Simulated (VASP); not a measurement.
# SiC (P6_3mc) in VASP: further runs

SiC is run at these levels: PBEsol; tasks: single point, relaxation of cell and atoms.

All numbers are computed with VASP 6.6.1; they aren't measurements. Logs are shortened: lines on timing, memory, paths and dates and some standing lists are left out, and cuts for length are marked.

**1. The cell of the first run**

The structure is hexagonal, space group P6_3mc (No. 186). Conventional cell: a = 3.034 Å, b = 3.034 Å, c = 4.977 Å, α = 90.00°, β = 90.00°, γ = 120.00°. Within 2.5 Å of Si (site symmetry 3m) lie 4 C at 1.86 to 1.87 Å. Within 2.5 Å of C (site symmetry 3m) lie 4 Si at 1.86 to 1.87 Å.

**2. Single point, PBEsol**

Contents of INCAR:

```
SYSTEM = SiC
PREC = Accurate ; ENCUT = 520
EDIFF = 1E-7 ; ISMEAR = -1
SIGMA = 0.05 ; LREAL = .False.
LASPH = .True. ; NELM = 60
ALGO = Normal ; ISIF = 2
LWAVE = .False. ; LCHARG = .False.
GGA = PS ; NBANDS = 16
```

Contents of KPOINTS:

```
Automatic mesh
0
Gamma
  10 10 5
  0 0 0
```

Contents of POSCAR:

```
SiC
1.0
    3.0337307097      0.0000000000      0.0000000000
   -1.5168653548      2.6272878628      0.0000000000
    0.0000000000      0.0000000000      4.9769526107
Si C
2 2
Direct
    0.6666666667      0.3333333333      0.5046064303
    0.3333333333      0.6666666667      0.0046064303
    0.6666666667      0.3333333333      0.8803935697
    0.3333333333      0.6666666667      0.3803935697
```

Potentials or basis: VASP PAW PBE potentials, release 64 (Si, C).

On the command line:

```sh
cat potpaw_PBE.64/Si/POTCAR potpaw_PBE.64/C/POTCAR > POTCAR
mpirun -np 1 vasp_std > vasp.out
```

OUTCAR:

```text
SYSTEM = SiC
   PREC = Accurate
   ENCUT = 520
   EDIFF = 1E-7
   ISMEAR = -1
   LREAL = .False.
   LASPH = .True.
   NELM = 60
   ISIF = 2
   GGA = PS

 ion  position               nearest neighbor table
   1  0.667  0.333  0.505-   4 1.86   4 1.86   4 1.86   3 1.87   2 3.04   2 3.04   2 3.04   2 3.04
                             2 3.04   2 3.04
   2  0.333  0.667  0.005-   3 1.86   3 1.86   3 1.86   4 1.87   1 3.04   1 3.04   1 3.04   1 3.04
                             1 3.04   1 3.04
   3  0.667  0.333  0.880-   2 1.86   2 1.86   2 1.86   1 1.87
   4  0.333  0.667  0.380-   1 1.86   1 1.86   1 1.86   2 1.87

  LATTYP: Found a hexagonal cell.
 ALAT       =     3.0337307097
 C/A-ratio  =     1.6405386921

  Lattice vectors:

 A1 = (   3.0337307097,   0.0000000000,   0.0000000000)
 A2 = (  -1.5168653548,   2.6272878628,   0.0000000000)
 A3 = (   0.0000000000,   0.0000000000,   4.9769526107)

Analysis of symmetry for initial positions (statically):
=====================================================================
 Subroutine PRICEL returns:
 Original cell was already a primitive cell.

 Routine SETGRP: Setting up the symmetry group for a
 hexagonal supercell.

 Subroutine GETGRP returns: Found 12 space group operations
 (whereof  6 operations were pure point group operations)
 out of a pool of 24 trial point group operations.

The static configuration has the point symmetry C_3v.
 The point group associated with its full space group is C_6v.

Analysis of symmetry for dynamics (positions and initial velocities):
=====================================================================
 Subroutine PRICEL returns:
 Original cell was already a primitive cell.

 Routine SETGRP: Setting up the symmetry group for a
 hexagonal supercell.

 Subroutine GETGRP returns: Found 12 space group operations
 (whereof  6 operations were pure point group operations)
 out of a pool of 24 trial point group operations.

The dynamic configuration has the point symmetry C_3v.
 The point group associated with its full space group is C_6v.

 Subroutine INISYM returns: Found 12 space group operations
 (whereof  6 operations are pure point group operations),
 and found     1 'primitive' translations

----------------------------------------------------------------------------------------

                                     Primitive cell

  volume of cell :      39.6687

  direct lattice vectors                    reciprocal lattice vectors
     3.033730710  0.000000000  0.000000000     0.329627147  0.190310322  0.000000000
    -1.516865355  2.627287863  0.000000000     0.000000000  0.380620645  0.000000000
     0.000000000  0.000000000  4.976952611     0.000000000  0.000000000  0.200926165

  length of vectors
     3.033730710  3.033730710  4.976952611     0.380620645  0.380620645  0.200926165

  position of ions in fractional coordinates (direct lattice)
     0.666666667  0.333333333  0.504606430
     0.333333333  0.666666667  0.004606430
     0.666666667  0.333333333  0.880393570
     0.333333333  0.666666667  0.380393570

  ion indices of the primitive-cell ions
   primitive index   ion index
                 1           1
                 2           2
                 3           3
                 4           4

----------------------------------------------------------------------------------------

 KPOINTS: Automatic mesh

Automatic generation of k-mesh.
 Grid dimensions read from file:
 generate k-points for:   10   10    5

 Generating k-lattice:

  Cartesian coordinates                     Fractional coordinates (reciprocal lattice)
     0.032962715  0.019031032  0.000000000     0.100000000  0.000000000  0.000000000
     0.000000000  0.038062064  0.000000000     0.000000000  0.100000000  0.000000000
     0.000000000  0.000000000  0.040185233     0.000000000  0.000000000  0.200000000

  Length of vectors
     0.038062064  0.038062064  0.040185233

  Shift w.r.t. Gamma in fractional coordinates (k-lattice)
     0.000000000  0.000000000  0.000000000

 Subroutine IBZKPT returns following result:
 ===========================================

 Found     42 irreducible k-points:

 Following reciprocal coordinates:
            Coordinates               Weight
  0.000000  0.000000  0.000000      1.000000
  0.100000  0.000000  0.000000      6.000000
  0.200000  0.000000  0.000000      6.000000
  0.300000 -0.000000  0.000000      6.000000
  0.400000 -0.000000  0.000000      6.000000
  0.500000 -0.000000  0.000000      3.000000
[... 16 lines left out ...]
  0.300000  0.100000  0.200000     24.000000
  0.400000  0.100000  0.200000     24.000000
 [... further k-points ...]
   k-points           NKPTS =     42   k-points in BZ     NKDIM =     42   number of bands    NBANDS=     16
   number of dos      NEDOS =    301   number of ions     NIONS =      4
   total plane-waves  NPLWV =  23040
   dimension x,y,z NGX =    24 NGY =   24 NGZ =   40
   dimension x,y,z NGXF=    48 NGYF=   48 NGZF=   80
   ions per type =               2   2
   NGX,Y,Z   is equivalent  to a cutoff of  13.15, 13.15, 13.36 a.u.
   NGXF,Y,Z  is equivalent  to a cutoff of  26.30, 26.30, 26.72 a.u.
 SYSTEM =  SiC
   PREC   = accura    normal or accurate (medium, high low for compatibility)
   ISTART =      0    job   : 0-new  1-cont  2-samecut
   ICHARG =      2    charge: 1-file 2-atom 10-const
   ISPIN  =      1    spin polarized calculation?
   LNONCOLLINEAR =      F non collinear calculations
   LSORBIT =      F    spin-orbit coupling
   LASPH  =      T    aspherical Exc in radial PAW
   ENCUT  =  520.0 eV  38.22 Ry    6.18 a.u.   5.64  5.64  9.25*2*pi/ulx,y,z
   NELM   =     60;   NELMIN=  2; NELMDL= -5     # of ELM steps
   EDIFF  = 0.1E-06   stopping-criterion for ELM
   LREAL  =      F    real-space projection
   EDIFFG = 0.1E-05   stopping-criterion for IOM
   NSW    =      0    number of steps for IOM
   IBRION =     -1    ionic relax: 0-MD 1-quasi-New 2-CG
   NFREE  =      0    steps in history (QN), initial steepest desc. (CG)
   ISIF   =      2    stress and relaxation
   ISYM   =      2    0-nonsym 1-usesym 2-fastsym
   POTIM  = 0.5000    time-step for ionic-motion
   TEBEG  =    0.0;   TEEND  =   0.0 temperature during run
   PSTRESS=    0.0 pullay stress
   NELECT =      16.0000    total number of electrons
   NUPDOWN=      -1.0000    fix difference up-down
   EMIN   =  10.00;   EMAX   =-10.00  energy-range for DOS
   EFERMI =   0.00;   METHOD = LEGACY
   ISMEAR =    -1;   SIGMA  =   0.05  broadening in eV -4-tet -1-fermi 0-gaus
   EFERMI_NEDOS =   21; number of points for ismear=-14 and -15
   IALGO  =     38    algorithm
   IMIX   =      4    mixing-type and parameters
     AMIX     =   0.40;   BMIX     =  1.00
     AMIX_MAG =   1.60;   BMIX_MAG =  1.00
  volume/ion in A,a.u.               =       9.92        66.92
  Fermi-wavevector in a.u.,A,eV,Ry     =   1.209573  2.285762 19.906234  1.463067
  Thomas-Fermi vector in A             =   2.345146
   LORBIT       =      0    0 simple, 1 ext, 2 COOP (PROOUT), +10 PAW based schemes
   GGA     = PS    functional components
   LHFCALC =     F    Hartree Fock is set to
   AEXX    =    0.0000 exact exchange contribution
   IVDW    =     0    specifies the selected vdW correction
   LEPSILON=     F    determine dielectric tensor
   LRPA    =     F    only Hartree local field effects (RPA)
 non-spin polarized calculation
  energy-cutoff  :      520.00
  volume of cell :       39.67
 maximum number of plane-waves:      1099
 NGX is ok and might be reduce to    24
   NGX = 11   NGY = 11   NGZ = 19

 number of electron      15.9999998 magnetization

 Free energy of the ion-electron system (eV)
  ---------------------------------------------------
  ext. energy  EPLUGINS =         0.00000000
  ---------------------------------------------------
  free energy    TOTEN  =       -31.76617227 eV

  energy without entropy =      -31.76617227  energy(sigma->0) =      -31.76617227

 E-fermi :   9.6673     XC(G=0): -11.6802

 val. band max:        8.6909202321   @ k =   0.0000   0.0000   0.0000
 cond. band min:      10.8941920996   @ k =   0.3000   0.3000   0.0000
 fundamental gap:      2.2032718675
 Fermi energy:         9.6673372190

 k-point     1 :       0.0000    0.0000    0.0000
  band No.  band energies     occupation
      1      -7.2381      2.00000
      2      -3.4713      2.00000
      3      -0.3173      2.00000
      4       7.3479      2.00000
      5       7.3479      2.00000
      6       8.5769      2.00000
[... 8 lines left out ...]
     15      17.8797      0.00000
     16      20.2459      0.00000

 k-point     2 :       0.1000    0.0000    0.0000
  band No.  band energies     occupation
      1      -7.0582      2.00000
      2      -3.3180      2.00000
      3      -0.1485      2.00000
      4       6.3784      2.00000
      5       7.0383      2.00000
      6       8.0488      2.00000
[... 8 lines left out ...]
     15      18.2957      0.00000
     16      18.9187      0.00000

 k-point     3 :       0.2000    0.0000    0.0000
  band No.  band energies     occupation
      1      -6.5249      2.00000
      2      -2.8780      2.00000
      3       0.3402      2.00000
      4       4.4222      2.00000
      5       6.4048      2.00000
      6       6.5702      2.00000
[... 8 lines left out ...]
     15      18.6015      0.00000
     16      19.0264      0.00000

 k-point     4 :       0.3000   -0.0000    0.0000
  band No.  band energies     occupation
      1      -5.6638      2.00000
      2      -2.2501      2.00000
      3       1.0134      2.00000
      4       2.5324      2.00000
      5       4.8387      2.00000
      6       5.8037      2.00000
[... 8 lines left out ...]
     15      19.4332      0.00000
     16      20.5138      0.00000
[... 324 lines left out ...]
 k-point    22 :       0.2000    0.1000    0.2000
  band No.  band energies     occupation
      1      -5.8058      2.00000
      2      -3.1756      2.00000
      3       1.6296      2.00000
      4       3.7355      2.00000
      5       4.8644      2.00000
      6       5.8058      2.00000
[... 8 lines left out ...]
     15      19.1489      0.00000
     16      19.8151      0.00000

 k-point    23 :       0.3000    0.1000    0.2000
  band No.  band energies     occupation
      1      -4.8176      2.00000
      2      -2.4268      2.00000
      3       1.1341      2.00000
      4       3.1181      2.00000
      5       3.4861      2.00000
      6       5.0266      2.00000
[... 8 lines left out ...]
     15      20.0247      0.00000
     16      20.8160      0.00000

 k-point    24 :       0.4000    0.1000    0.2000
  band No.  band energies     occupation
      1      -3.7291      2.00000
      2      -2.1341      2.00000
      3       0.3795      2.00000
      4       1.9408      2.00000
      5       3.8512      2.00000
      6       4.8074      2.00000
[... 8 lines left out ...]
     15      20.5192      0.00000
     16      21.9593      0.00000

 [... further k-points ...]

------------------------ aborting loop because EDIFF is reached ----------------------------------------

  FORCE on cell =-STRESS in cart. coord.  units (eV):
  Direction    XX          YY          ZZ          XY          YZ          ZX
  --------------------------------------------------------------------------------------
  -------------------------------------------------------------------------------------
  Total        2.5936501      2.5936501      2.5853405      0.0000000      0.0000000      0.0000000
  in kB      104.7547635    104.7547635    104.4191471      0.0000000      0.0000000      0.0000000
  external PRESSURE =     104.6428913 kB  Pullay stress =       0.0000000 kB

 VOLUME and BASIS-vectors are now :
 -----------------------------------------------------------------------------
  energy-cutoff  :      520.00
  volume of cell :       39.67
      direct lattice vectors                 reciprocal lattice vectors
     3.033730710  0.000000000  0.000000000     0.329627147  0.190310322  0.000000000
    -1.516865355  2.627287863  0.000000000     0.000000000  0.380620645  0.000000000
     0.000000000  0.000000000  4.976952611     0.000000000  0.000000000  0.200926165

 POSITION                                       TOTAL-FORCE (eV/Angst)
 -----------------------------------------------------------------------------------
      1.51687      0.87576      2.51140        -0.000000      0.000000      0.001594
     -0.00000      1.75153      0.02293         0.000000     -0.000000      0.001594
      1.51687      0.87576      4.38168         0.000000      0.000000     -0.001594
     -0.00000      1.75153      1.89320        -0.000000      0.000000     -0.001594
 -----------------------------------------------------------------------------------
    total drift:                               -0.000000      0.000000     -0.000246

  FREE ENERGIE OF THE ION-ELECTRON SYSTEM (eV)
  ---------------------------------------------------
  free  energy   TOTEN  =       -31.7661722677 eV

  energy  without entropy=      -31.7661722677  energy(sigma->0) =      -31.76617227
```

Wall time 12 s (1 thread of AMD EPYC 9R45 (Zen 5), shared host); peak memory 0.13 GiB.

What came out:

```yaml
Free_energy: -31.7662 eV
Pressure: 10.5 GPa
Band_gap_on_the_k_mesh: 2.20 eV (least direct gap 3.93 eV)
```

Levels at points of the mesh, in eV from the valence-band top:
```tsv
k point	band 6	band 7	band 8	band 9	band 10	band 11
(0.00, 0.00, 0.00)	-0.11	0.00	0.00	5.09	6.59	6.84
(0.50, 0.00, 0.00)	-3.46	-3.43	-1.21	2.72	4.16	7.12
```

Caveat: the cell stands under pressure; the PAW data sets were made with another functional, which shifts forces and pressure a little. A k mesh can miss the band edges.

**3. Single point, PBEsol**

This run uses another cell than the first one, of 10.12 Å³/atom.

Contents of INCAR:

```
SYSTEM = SiC
ALGO = Normal
EDIFF = 1E-6
ENCUT = 520
GGA = PS
ISIF = 2
ISMEAR = -1
LASPH = .True.
LCHARG = .False.
LREAL = .False.
LWAVE = .False.
NBANDS = 16
NELM = 100
PREC = Accurate
SIGMA = 0.05
```

Contents of KPOINTS:

```
k-points
0
Gamma
  10 10 5
  0 0 0
```

Contents of POSCAR:

```
SiC
1.0
    3.0538277746      0.0000000000      0.0000000000
   -1.5269138873      2.6446924316      0.0000000000
    0.0000000000      0.0000000000      5.0107824338
Si C
2 2
Direct
    0.6666666667      0.3333333333      0.5046027926
    0.3333333333      0.6666666667      0.0046027926
    0.6666666667      0.3333333333      0.8803972074
    0.3333333333      0.6666666667      0.3803972074
```

Potentials or basis: VASP PAW PBE potentials, release 64 (Si, C).

On the command line:

```sh
cat potpaw_PBE.64/Si/POTCAR potpaw_PBE.64/C/POTCAR > POTCAR
mpirun -np 1 vasp_std > vasp.out
```

Wall time 11 s (1 thread of AMD EPYC 9R45 (Zen 5), shared host); peak memory 0.13 GiB.

Results (log left out):

```yaml
Free_energy: -31.8059 eV
Pressure: 5.4 GPa
Band_gap_on_the_k_mesh: 2.24 eV (least direct gap 3.89 eV)
```

Levels at points of the mesh, in eV from the valence-band top:
| k point | band 6 | band 7 | band 8 | band 9 | band 10 | band 11 |
| --- | --- | --- | --- | --- | --- | --- |
| (0.00, 0.00, 0.00) | -0.11 | 0.00 | 0.00 | 4.92 | 6.38 | 6.72 |
| (0.50, 0.00, 0.00) | -3.41 | -3.39 | -1.21 | 2.69 | 4.14 | 6.96 |

Caveat: the cell stands under pressure; the PAW data sets were made with another functional, which shifts forces and pressure a little.

[end of part 1 of 3]
